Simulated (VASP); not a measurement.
The system is Ta.

```
Ta
1.0
     2.76018    0.00000    0.00000
     0.00000    2.76018    0.00000
     0.00000    0.00000    2.76018
Ta
1
Direct
  0.00000 0.00000 0.00000
```

Base run:

- Program: VASP 6.6.1
- Functional: RPBE
- Potentials or basis: VASP PAW PBE potentials, release 64 (Ta_pv)
- Cutoff: 520 eV
- k mesh: 12 × 12 × 12
- Occupations: fermi-dirac, width 0.1 eV
- Spin: no spin polarisation

Its results: pressure 0.0 GPa.

Task: The run is repeated on the same cell with these changes: k mesh from 12 × 12 × 12 to 19 × 19 × 19. What comes out?

Result: Pressure 0.5 GPa.

Caveats: the PAW data sets were made with another functional, which shifts forces and pressure a little.
